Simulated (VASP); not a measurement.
# AlNi (Pm-3m) in VASP: notebook

AlNi is run at these levels: PBEsol, BLYP; tasks: single point.

Program: VASP 6.6.1. These are calculated values, not measurements. Logs are shortened: lines on timing, memory, paths and dates and some standing lists are left out, and cuts for length are marked.

### Step 1. The cell of the first run

The structure is cubic, space group Pm-3m (No. 221). Conventional cell: a = 2.881 Å, b = 2.881 Å, c = 2.881 Å, α = 90.00°, β = 90.00°, γ = 90.00°. Within 3.3 Å of Al (site symmetry m-3m) lie 8 Ni at 2.50 Å and 6 Al at 2.88 Å. Ni (site symmetry m-3m) has 8 Al at 2.50 Å and 6 Ni at 2.88 Å within 3.3 Å.

### Step 2. Single point, PBEsol, collinear spin, ferromagnetic start

Contents of INCAR:

```
  ALGO = Normal
  EDIFF = 1E-6
  ENCUT = 520
  GGA = PS
  ISIF = 2
  ISMEAR = -1
  ISPIN = 2
  LASPH = T
  LCHARG = F
  LMAXMIX = 4
  LORBIT = 11
  LREAL = F
  LWAVE = F
  MAGMOM = 0 1
  NBANDS = 18
  NELM = 150
  PREC = Accurate
  SIGMA = 0.1
```

Contents of KPOINTS:

```
k-points
0
Gamma
  9 9 9
```

Contents of POSCAR:

```
AlNi
1.0
    2.8810000000      0.0000000000      0.0000000000
    0.0000000000      2.8810000000      0.0000000000
    0.0000000000      0.0000000000      2.8810000000
Al Ni
1 1
Direct
    0.0000000000      0.0000000000      0.0000000000
    0.5000000000      0.5000000000      0.5000000000
```

Potentials or basis: VASP PAW PBE potentials, release 64 (Al, Ni).

Command:

```console
cat potpaw_PBE.64/Al/POTCAR potpaw_PBE.64/Ni/POTCAR > POTCAR
mpirun -np 1 vasp_std > vasp.out
```

OUTCAR:

```text
EDIFF = 1E-6
   ENCUT = 520
   GGA = PS
   ISIF = 2
   ISMEAR = -1
   ISPIN = 2
   LASPH = T
   LORBIT = 11
   LREAL = F
   NELM = 150
   PREC = Accurate

 ion  position               nearest neighbor table
   1  0.000  0.000  0.000-   2 2.50   2 2.50   2 2.50   2 2.50   2 2.50   2 2.50   2 2.50   2 2.50

   2  0.500  0.500  0.500-   1 2.50   1 2.50   1 2.50   1 2.50   1 2.50   1 2.50   1 2.50   1 2.50

  LATTYP: Found a simple cubic cell.
 ALAT       =     2.8810000000

  Lattice vectors:

 A1 = (   2.8810000000,   0.0000000000,   0.0000000000)
 A2 = (   0.0000000000,   2.8810000000,   0.0000000000)
 A3 = (   0.0000000000,   0.0000000000,   2.8810000000)

Analysis of symmetry for initial positions (statically):
=====================================================================
 Subroutine PRICEL returns:
 Original cell was already a primitive cell.

 Routine SETGRP: Setting up the symmetry group for a
 simple cubic supercell.

 Subroutine GETGRP returns: Found 48 space group operations
 (whereof 48 operations were pure point group operations)
 out of a pool of 48 trial point group operations.

The static configuration has the point symmetry O_h .

Analysis of symmetry for dynamics (positions and initial velocities):
=====================================================================
 Subroutine PRICEL returns:
 Original cell was already a primitive cell.

 Routine SETGRP: Setting up the symmetry group for a
 simple cubic supercell.

 Subroutine GETGRP returns: Found 48 space group operations
 (whereof 48 operations were pure point group operations)
 out of a pool of 48 trial point group operations.

The dynamic configuration has the point symmetry O_h .

Analysis of structural, dynamic, and magnetic symmetry:
=====================================================================
 Subroutine PRICEL returns:
 Original cell was already a primitive cell.

 Routine SETGRP: Setting up the symmetry group for a
 simple cubic supercell.

 Subroutine GETGRP returns: Found 48 space group operations
 (whereof 48 operations were pure point group operations)
 out of a pool of 48 trial point group operations.

The overall configuration has the point symmetry O_h .

 Subroutine INISYM returns: Found 48 space group operations
 (whereof 48 operations are pure point group operations),
 and found     1 'primitive' translations

----------------------------------------------------------------------------------------

                                     Primitive cell

  volume of cell :      23.9128
[... 112 lines left out ...]
  Thomas-Fermi vector in A             =   2.464773
   LORBIT       =     11    0 simple, 1 ext, 2 COOP (PROOUT), +10 PAW based schemes
   GGA     = PS    functional components
   LHFCALC =     F    Hartree Fock is set to
   AEXX    =    0.0000 exact exchange contribution
   IVDW    =     0    specifies the selected vdW correction
   LEPSILON=     F    determine dielectric tensor
   LRPA    =     F    only Hartree local field effects (RPA)
 spin polarized calculation
  energy-cutoff  :      520.00
  volume of cell :       23.91
 maximum number of plane-waves:       656
 NGX is ok and might be reduce to    24
   NGX = 11   NGY = 11   NGZ = 11

 number of electron      13.0000015 magnetization      -0.0321453

 number of electron      13.0000015 magnetization       0.0002271

 Free energy of the ion-electron system (eV)
  ---------------------------------------------------
  ext. energy  EPLUGINS =         0.00000000
  ---------------------------------------------------
  free energy    TOTEN  =       -11.59184364 eV

  energy without entropy =      -11.56268039  energy(sigma->0) =      -11.57726201

 E-fermi :   9.9035     XC(G=0): -12.1668

 val. band max:        9.8366208856   @ k =   0.3333   0.3333   0.0000
 cond. band min:       9.9440316684   @ k =   0.3333   0.1111   0.1111
 fundamental gap:      0.1074107828
 Fermi energy:         9.9035081135

 spin component 1

 k-point     1 :       0.0000    0.0000    0.0000
  band No.  band energies     occupation
      1      -1.2335      1.00000
      2       6.6470      1.00000
      3       6.6470      1.00000
      4       8.3398      1.00000
      5       8.3398      1.00000
      6       8.3398      1.00000
[... 493 lines left out ...]
     17      32.4680      0.00000
     18      36.3020      0.00000

 [... further k-points ...]

 spin component 2

 k-point     1 :       0.0000    0.0000    0.0000
  band No.  band energies     occupation
      1      -1.2335      1.00000
      2       6.6472      1.00000
      3       6.6472      1.00000
      4       8.3399      1.00000
      5       8.3399      1.00000
      6       8.3399      1.00000
[... 493 lines left out ...]
     17      32.4680      0.00000
     18      36.3011      0.00000

 [... further k-points ...]

------------------------ aborting loop because EDIFF is reached ----------------------------------------

  FORCE on cell =-STRESS in cart. coord.  units (eV):
  Direction    XX          YY          ZZ          XY          YZ          ZX
  --------------------------------------------------------------------------------------
  -------------------------------------------------------------------------------------
  Total       -0.4638552     -0.4638552     -0.4638552     -0.0000000      0.0000000     -0.0000000
  in kB      -31.0787281    -31.0787281    -31.0787281     -0.0000000      0.0000000     -0.0000000
  external PRESSURE =     -31.0787281 kB  Pullay stress =       0.0000000 kB

 VOLUME and BASIS-vectors are now :
 -----------------------------------------------------------------------------
  energy-cutoff  :      520.00
  volume of cell :       23.91
      direct lattice vectors                 reciprocal lattice vectors
     2.881000000  0.000000000  0.000000000     0.347101701  0.000000000  0.000000000
     0.000000000  2.881000000  0.000000000     0.000000000  0.347101701  0.000000000
     0.000000000  0.000000000  2.881000000     0.000000000  0.000000000  0.347101701

 POSITION                                       TOTAL-FORCE (eV/Angst)
 -----------------------------------------------------------------------------------
      0.00000      0.00000      0.00000         0.000000      0.000000      0.000000
      1.44050      1.44050      1.44050         0.000000      0.000000      0.000000
 -----------------------------------------------------------------------------------
    total drift:                                0.000000      0.000000     -0.000000

  FREE ENERGIE OF THE ION-ELECTRON SYSTEM (eV)
  ---------------------------------------------------
  free  energy   TOTEN  =       -11.5918436408 eV

  energy  without entropy=      -11.5626803862  energy(sigma->0) =      -11.57726201

 total charge

# of ion       s       p       d       tot
------------------------------------------
    1        0.383   0.412   0.000   0.795
    2        0.480   0.522   8.474   9.476
--------------------------------------------------
tot          0.863   0.934   8.474  10.271

 magnetization (x)

# of ion       s       p       d       tot
------------------------------------------
    1        0.000   0.000   0.000   0.000
    2       -0.000  -0.000   0.000   0.000
--------------------------------------------------
tot          0.000   0.000   0.000   0.000
```

OSZICAR:

```text
N       E                     dE             d eps       ncg     rms          rms(c)
DAV:   1     0.454911009800E+02    0.45491E+02   -0.53056E+03  2560   0.797E+02
DAV:   2    -0.104408003858E+02   -0.55932E+02   -0.49346E+02  2698   0.162E+02
DAV:   3    -0.131507129479E+02   -0.27099E+01   -0.26474E+01  2998   0.367E+01
DAV:   4    -0.131860832580E+02   -0.35370E-01   -0.35340E-01  2938   0.373E+00
DAV:   5    -0.131868748537E+02   -0.79160E-03   -0.79156E-03  3032   0.609E-01    0.132E+01
DAV:   6    -0.155389295791E+02   -0.23521E+01   -0.47294E+01  2804   0.805E+01    0.175E+01
DAV:   7    -0.116243408823E+02    0.39146E+01   -0.13974E+01  2780   0.469E+01    0.161E+00
DAV:   8    -0.116059981602E+02    0.18343E-01   -0.32341E-01  3350   0.531E+00    0.106E+00
DAV:   9    -0.115913994241E+02    0.14599E-01   -0.42630E-02  3130   0.193E+00    0.571E-01
DAV:  10    -0.115917770905E+02   -0.37767E-03   -0.10290E-03  3430   0.300E-01    0.224E-01
DAV:  11    -0.115917501041E+02    0.26986E-04   -0.22766E-03  3170   0.406E-01    0.114E-01
DAV:  12    -0.115918395492E+02   -0.89445E-04   -0.22565E-04  3364   0.133E-01    0.436E-02
DAV:  13    -0.115918440514E+02   -0.45022E-05   -0.13694E-05  3434   0.319E-02    0.162E-02
DAV:  14    -0.115918436408E+02    0.41060E-06   -0.17968E-06  1554   0.146E-02
   1 F= -.11591844E+02 E0= -.11577262E+02  d E =-.291633E-01  mag=     0.0000
```

Wall time 11 s (1 thread of Intel Xeon 6975P-C (Granite Rapids), shared host); peak memory 0.15 GiB.

Results:

* Free energy: -11.5918 eV
* Pressure: -3.1 GPa
* Net moment: 0.00 μB per cell
* Valence electrons inside the program's atomic spheres: Al 0.80; Ni 9.48

Levels at points of the mesh, in eV from the Fermi level:
Spin up:
```tsv
k point	band 2	band 3	band 4	band 5	band 6	band 7	band 8	band 9	band 10	band 11
(0.00, 0.00, 0.00)	-3.26	-3.26	-1.56	-1.56	-1.56	5.49	5.49	5.49	8.14	8.14
```
Spin down:
```tsv
k point	band 3	band 4	band 5	band 6	band 7	band 8	band 9	band 10
(0.00, 0.00, 0.00)	-3.26	-1.56	-1.56	-1.56	5.49	5.49	5.49	8.14
```

Caveat: the PAW data sets were made with another functional, which shifts forces and pressure a little.

### Step 3. Single point, BLYP, collinear spin, ferromagnetic start

Contents of INCAR:

```
SYSTEM = AlNi
AGGAC = 1.0
AGGAX = 1.0
ALDAC = 0.0
ALDAX = 1.0
ALGO = Normal
EDIFF = 1E-6
ENCUT = 520
GGA = B5
ISIF = 2
ISMEAR = -1
ISPIN = 2
LASPH = .TRUE.
LCHARG = .TRUE.
LELF = .TRUE.
LMAXMIX = 4
LORBIT = 11
LREAL = .FALSE.
LVHAR = .TRUE.
LWAVE = .FALSE.
MAGMOM = 0 1
NBANDS = 18
NELM = 150
PREC = Accurate
SIGMA = 0.1
```

Contents of KPOINTS:

```
k-points
0
G
  9 9 9
  0 0 0
```

POSCAR is that of step 2.

Potentials or basis: VASP PAW PBE potentials, release 64 (Al, Ni).

Command:

```console
cat potpaw_PBE.64/Al/POTCAR potpaw_PBE.64/Ni/POTCAR > POTCAR
mpirun -np 1 vasp_std > vasp.out
```

It took 16 s on 1 thread of Intel Xeon 6975P-C (Granite Rapids), shared host; peak memory 0.15 GiB.

The run converged. Its results:

* Free energy: -8.5856 eV
* Pressure: 7.0 GPa
* Net moment: 0.00 μB per cell
* Valence electrons inside the program's atomic spheres: Al 0.79; Ni 9.52

Levels at points of the mesh, in eV from the Fermi level:
Spin up:
| k point | band 3 | band 4 | band 5 | band 6 | band 7 | band 8 | band 9 | band 10 |
| --- | --- | --- | --- | --- | --- | --- | --- | --- |
| (0.00, 0.00, 0.00) | -3.25 | -1.61 | -1.61 | -1.61 | 5.48 | 5.48 | 5.48 | 8.30 |
Spin down:
```tsv
k point	band 4	band 5	band 6	band 7	band 8	band 9
(0.00, 0.00, 0.00)	-1.61	-1.61	-1.61	5.48	5.48	5.48
```

Caveat: the PAW data sets were made with another functional, which shifts forces and pressure a little.
